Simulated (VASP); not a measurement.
# HfN (Fm-3m) in VASP: notebook

HfN is run at these levels: r2SCAN; tasks: single point.

Program: VASP 6.6.1. These are calculated values, not measurements. Logs are shortened: lines on timing, memory, paths and dates and some standing lists are left out, and cuts for length are marked.

**1. The cell of the first run**

The structure is cubic, space group Fm-3m (No. 225). Conventional cell: a = 4.512 Å, b = 4.512 Å, c = 4.512 Å, α = 90.00°, β = 90.00°, γ = 90.00°. Hf (site symmetry m-3m) has 6 N at 2.26 Å within 3.0 Å. Within 3.0 Å of N (site symmetry m-3m) lie 6 Hf at 2.26 Å.

**2. Single point, r2SCAN**

POSCAR reads:

```
HfN
1.0
    3.1904660000      0.0000000000      0.0000000000
    1.5952330000      2.7630246059      0.0000000000
    1.5952330000      0.9210082020      2.6050045806
Hf N
1 1
Direct
    0.0000000000      0.0000000000      0.0000000000
    0.5000000000      0.5000000000      0.5000000000
```

INCAR.step1 reads:

```
SYSTEM = HfN
PREC = Accurate
ENCUT = 520
ISMEAR = -1
SIGMA = 0.5
LREAL = .False.
LASPH = .True.
NELM = 80
NBANDS = 14
GGA = PE
ALGO = Normal
EDIFF = 1E-4
LWAVE = .True.
LCHARG = .False.
```

INCAR.step2 reads:

```
SYSTEM = HfN
PREC = Accurate
ENCUT = 520
EDIFF = 1E-7
ISMEAR = -1
SIGMA = 0.5
LREAL = .False.
LASPH = .True.
NELM = 80
ALGO = Normal
ISIF = 2
LWAVE = .False.
LCHARG = .True.
METAGGA = R2SCAN
LMIXTAU = .True.
LELF = .True.
LVHAR = .True.
NBANDS = 14
ISTART = 1
```

KPOINTS reads:

```
regular mesh
0
Gamma
  7 7 7
  0 0 0
```

Potentials or basis: VASP PAW PBE potentials, release 64 (Hf_pv, N).

Launch:

```bash
$ cat potpaw_PBE.64/Hf_pv/POTCAR potpaw_PBE.64/N/POTCAR > POTCAR
$ cp INCAR.step1 INCAR
$ mpirun -np 1 vasp_std > vasp.out
$ cp INCAR.step2 INCAR
$ mpirun -np 1 vasp_std > vasp.out
```

OUTCAR:

```text
SYSTEM = HfN
   PREC = Accurate
   ENCUT = 520
   EDIFF = 1E-7
   ISMEAR = -1
   LREAL = .False.
   LASPH = .True.
   NELM = 80
   ISIF = 2
   METAGGA = R2SCAN
   ISTART = 1

 ion  position               nearest neighbor table
   1  0.000  0.000  0.000-   2 2.26   2 2.26   2 2.26   2 2.26   2 2.26   2 2.26
   2  0.500  0.500  0.500-   1 2.26   1 2.26   1 2.26   1 2.26   1 2.26   1 2.26

  LATTYP: Found a face centered cubic cell.
 ALAT       =     4.5120002875

  Lattice vectors:

 A1 = (   3.1904660000,   0.0000000000,   0.0000000000)
 A2 = (   1.5952330000,   2.7630246059,   0.0000000000)
 A3 = (   1.5952330000,   0.9210082020,   2.6050045806)

Analysis of symmetry for initial positions (statically):
=====================================================================
 Subroutine PRICEL returns:
 Original cell was already a primitive cell.

 Routine SETGRP: Setting up the symmetry group for a
 face centered cubic supercell.

 Subroutine GETGRP returns: Found 48 space group operations
 (whereof 48 operations were pure point group operations)
 out of a pool of 48 trial point group operations.

The static configuration has the point symmetry O_h .

Analysis of symmetry for dynamics (positions and initial velocities):
=====================================================================
 Subroutine PRICEL returns:
 Original cell was already a primitive cell.

 Routine SETGRP: Setting up the symmetry group for a
 face centered cubic supercell.

 Subroutine GETGRP returns: Found 48 space group operations
 (whereof 48 operations were pure point group operations)
 out of a pool of 48 trial point group operations.

The dynamic configuration has the point symmetry O_h .

 Subroutine INISYM returns: Found 48 space group operations
 (whereof 48 operations are pure point group operations),
 and found     1 'primitive' translations

----------------------------------------------------------------------------------------

                                     Primitive cell

  volume of cell :      22.9640

  direct lattice vectors                    reciprocal lattice vectors
     3.190466000  0.000000000  0.000000000     0.313433837 -0.180961110 -0.127958828
     1.595233000  2.763024606  0.000000000     0.000000000  0.361922220 -0.127958828
     1.595233000  0.921008202  2.605004581     0.000000000  0.000000000  0.383876484

  length of vectors
     3.190466000  3.190466000  3.190466000     0.383876484  0.383876484  0.383876484

  position of ions in fractional coordinates (direct lattice)
     0.000000000  0.000000000  0.000000000
     0.500000000  0.500000000  0.500000000

  ion indices of the primitive-cell ions
   primitive index   ion index
                 1           1
                 2           2

----------------------------------------------------------------------------------------

 KPOINTS: regular mesh

Automatic generation of k-mesh.
 Grid dimensions read from file:
 generate k-points for:    7    7    7

 Generating k-lattice:

  Cartesian coordinates                     Fractional coordinates (reciprocal lattice)
     0.044776262 -0.025851587 -0.018279833     0.142857143  0.000000000  0.000000000
     0.000000000  0.051703174 -0.018279833     0.000000000  0.142857143 -0.000000000
     0.000000000  0.000000000  0.054839498     0.000000000  0.000000000  0.142857143

  Length of vectors
     0.054839498  0.054839498  0.054839498

  Shift w.r.t. Gamma in fractional coordinates (k-lattice)
     0.000000000  0.000000000  0.000000000

 Subroutine IBZKPT returns following result:
 ===========================================

 Found     20 irreducible k-points:

 Following reciprocal coordinates:
            Coordinates               Weight
  0.000000  0.000000  0.000000      1.000000
  0.142857  0.000000  0.000000      8.000000
  0.285714  0.000000  0.000000      8.000000
  0.428571  0.000000  0.000000      8.000000
  0.142857  0.142857  0.000000      6.000000
  0.285714  0.142857  0.000000     24.000000
[... 12 lines left out ...]
 -0.428571  0.428571  0.142857     24.000000
 -0.285714  0.428571  0.142857     24.000000
   k-points           NKPTS =     20   k-points in BZ     NKDIM =     20   number of bands    NBANDS=     14
   number of dos      NEDOS =    301   number of ions     NIONS =      2
   total plane-waves  NPLWV =  13824
   dimension x,y,z NGX =    24 NGY =   24 NGZ =   24
   dimension x,y,z NGXF=    48 NGYF=   48 NGZF=   48
   ions per type =               1   1
   NGX,Y,Z   is equivalent  to a cutoff of  12.51, 12.51, 12.51 a.u.
   NGXF,Y,Z  is equivalent  to a cutoff of  25.01, 25.01, 25.01 a.u.
 SYSTEM =  HfN
   PREC   = accura    normal or accurate (medium, high low for compatibility)
   ISTART =      1    job   : 0-new  1-cont  2-samecut
   ICHARG =      0    charge: 1-file 2-atom 10-const
   ISPIN  =      1    spin polarized calculation?
   LNONCOLLINEAR =      F non collinear calculations
   LSORBIT =      F    spin-orbit coupling
   LASPH  =      T    aspherical Exc in radial PAW
   ENCUT  =  520.0 eV  38.22 Ry    6.18 a.u.   5.93  5.93  5.93*2*pi/ulx,y,z
   NELM   =     80;   NELMIN=  2; NELMDL=  0     # of ELM steps
   EDIFF  = 0.1E-06   stopping-criterion for ELM
   LREAL  =      F    real-space projection
   EDIFFG = 0.1E-05   stopping-criterion for IOM
   NSW    =      0    number of steps for IOM
   IBRION =     -1    ionic relax: 0-MD 1-quasi-New 2-CG
   NFREE  =      0    steps in history (QN), initial steepest desc. (CG)
   ISIF   =      2    stress and relaxation
   ISYM   =      2    0-nonsym 1-usesym 2-fastsym
   POTIM  = 0.5000    time-step for ionic-motion
   TEBEG  =    0.0;   TEEND  =   0.0 temperature during run
   PSTRESS=    0.0 pullay stress
   NELECT =      15.0000    total number of electrons
   NUPDOWN=      -1.0000    fix difference up-down
   EMIN   =  10.00;   EMAX   =-10.00  energy-range for DOS
   EFERMI =   0.00;   METHOD = LEGACY
   ISMEAR =    -1;   SIGMA  =   0.50  broadening in eV -4-tet -1-fermi 0-gaus
   EFERMI_NEDOS =   21; number of points for ismear=-14 and -15
   IALGO  =     38    algorithm
   IMIX   =      4    mixing-type and parameters
     AMIX     =   0.40;   BMIX     =  1.00
     AMIX_MAG =   1.60;   BMIX_MAG =  1.00
  volume/ion in A,a.u.               =      11.48        77.48
  Fermi-wavevector in a.u.,A,eV,Ry     =   1.420440  2.684242 27.451780  2.017649
  Thomas-Fermi vector in A             =   2.541355
   LORBIT       =      0    0 simple, 1 ext, 2 COOP (PROOUT), +10 PAW based schemes
   METAGGA = R2SCAN    functional components
   LHFCALC =     F    Hartree Fock is set to
   AEXX    =    0.0000 exact exchange contribution
   IVDW    =     0    specifies the selected vdW correction
   LEPSILON=     F    determine dielectric tensor
   LRPA    =     F    only Hartree local field effects (RPA)
 non-spin polarized calculation
  energy-cutoff  :      520.00
  volume of cell :       22.96
 maximum number of plane-waves:       630
   NGX = 11   NGY = 11   NGZ = 11

 number of electron      15.0000001 magnetization

 Free energy of the ion-electron system (eV)
  ---------------------------------------------------
  ext. energy  EPLUGINS =         0.00000000
  ---------------------------------------------------
  free energy    TOTEN  =       -58.46077704 eV

  energy without entropy =      -58.00683912  energy(sigma->0) =      -58.23380808

 E-fermi :   8.4815     XC(G=0): -13.5785

 val. band max:        8.3488823982   @ k =  -0.4286   0.2857  -0.0000
 cond. band min:       8.6061906133   @ k =   0.1429   0.0000   0.0000
 fundamental gap:      0.2573082151
 Fermi energy:         8.4814664504

 k-point     1 :       0.0000    0.0000    0.0000
  band No.  band energies     occupation
      1     -23.9312      2.00000
      2     -23.9312      2.00000
      3     -23.9312      2.00000
      4     -10.1578      2.00000
      5       5.1326      1.99754
      6       5.1326      1.99754
      7       5.1326      1.99754
      8       8.2340      1.24252
      9       8.2340      1.24252
     10       8.2340      1.24252
     11      10.5973      0.02864
     12      10.5973      0.02864
     13      10.6737      0.02463
     14      18.6288      0.00000

 k-point     2 :       0.1429    0.0000    0.0000
  band No.  band energies     occupation
      1     -24.1326      2.00000
      2     -23.9471      2.00000
      3     -23.9471      2.00000
      4      -9.7025      2.00000
      5       3.5241      1.99990
      6       4.1673      1.99964
      7       4.1673      1.99964
      8       8.6062      0.87592
      9       8.8702      0.62970
     10       8.8702      0.62970
     11      11.9797      0.00183
     12      12.0146      0.00171
     13      12.0146      0.00171
     14      19.5966      0.00000

 k-point     3 :       0.2857    0.0000    0.0000
  band No.  band energies     occupation
      1     -24.5559      2.00000
      2     -23.9826      2.00000
      3     -23.9826      2.00000
      4      -8.6192      2.00000
      5       1.1053      2.00000
      6       2.7927      1.99998
      7       2.7927      1.99998
      8       9.4786      0.23962
      9      10.3992      0.04227
     10      10.3992      0.04227
     11      13.9959      0.00003
     12      14.7767      0.00001
     13      14.7767      0.00001
     14      19.5964      0.00000
[... 256 lines left out ...]
 k-point    19 :      -0.4286    0.4286    0.1429
  band No.  band energies     occupation
      1     -24.6434      2.00000
      2     -24.3188      2.00000
      3     -24.2317      2.00000
      4      -8.6655      2.00000
      5       2.0366      1.99999
      6       2.9450      1.99997
      7       3.0726      1.99996
      8       7.2496      1.84313
      9      12.3689      0.00084
     10      13.6351      0.00007
     11      13.9814      0.00003
     12      15.4236      0.00000
     13      18.0644      0.00000
     14      19.5942      0.00000

 k-point    20 :      -0.2857    0.4286    0.1429
  band No.  band energies     occupation
      1     -24.5230      2.00000
      2     -24.5046      2.00000
      3     -24.2114      2.00000
      4      -8.4213      2.00000
      5       1.6126      2.00000
      6       2.5759      1.99999
      7       2.7483      1.99998
      8       9.0121      0.51412
      9      10.6732      0.02466
     10      13.8338      0.00004
     11      14.4327      0.00001
     12      15.3720      0.00000
     13      19.5227      0.00000
     14      19.6113      0.00000

------------------------ aborting loop because EDIFF is reached ----------------------------------------

  FORCE on cell =-STRESS in cart. coord.  units (eV):
  Direction    XX          YY          ZZ          XY          YZ          ZX
  --------------------------------------------------------------------------------------
  -------------------------------------------------------------------------------------
  Total        0.2515955      0.2515955      0.2515955      0.0000000      0.0000000     -0.0000000
  in kB       17.5535983     17.5535983     17.5535983      0.0000000      0.0000000     -0.0000000
  external PRESSURE =      17.5535983 kB  Pullay stress =       0.0000000 kB

 VOLUME and BASIS-vectors are now :
 -----------------------------------------------------------------------------
  energy-cutoff  :      520.00
  volume of cell :       22.96
      direct lattice vectors                 reciprocal lattice vectors
     3.190466000  0.000000000  0.000000000     0.313433837 -0.180961110 -0.127958828
     1.595233000  2.763024606  0.000000000     0.000000000  0.361922220 -0.127958828
     1.595233000  0.921008202  2.605004581     0.000000000  0.000000000  0.383876484

 POSITION                                       TOTAL-FORCE (eV/Angst)
 -----------------------------------------------------------------------------------
      0.00000      0.00000      0.00000        -0.000000     -0.000000      0.000000
      3.19047      1.84202      1.30250         0.000000      0.000000      0.000000
 -----------------------------------------------------------------------------------
    total drift:                               -0.000000      0.000000     -0.000000

  FREE ENERGIE OF THE ION-ELECTRON SYSTEM (eV)
  ---------------------------------------------------
  free  energy   TOTEN  =       -58.4607770407 eV

  energy  without entropy=      -58.0068391215  energy(sigma->0) =      -58.23380808
```

Wall time 44 s (1 thread of Intel Xeon Platinum 8488C (Sapphire Rapids), shared host); peak memory 0.14 GiB.

What came out:

```
Free energy : -58.4608 eV
Pressure    : 1.8 GPa
```

Levels at points of the mesh, in eV from the Fermi level:
| k point | band 4 | band 5 | band 6 | band 7 | band 8 | band 9 | band 10 | band 11 |
| --- | --- | --- | --- | --- | --- | --- | --- | --- |
| (0.00, 0.00, 0.00) | -18.64 | -3.35 | -3.35 | -3.35 | -0.25 | -0.25 | -0.25 | 2.12 |

Caveat: the PAW data sets were made with another functional, which shifts forces and pressure a little; spin-orbit coupling is left out, which moves the levels of the heavy elements.

(Continued in part 2 of 2.)
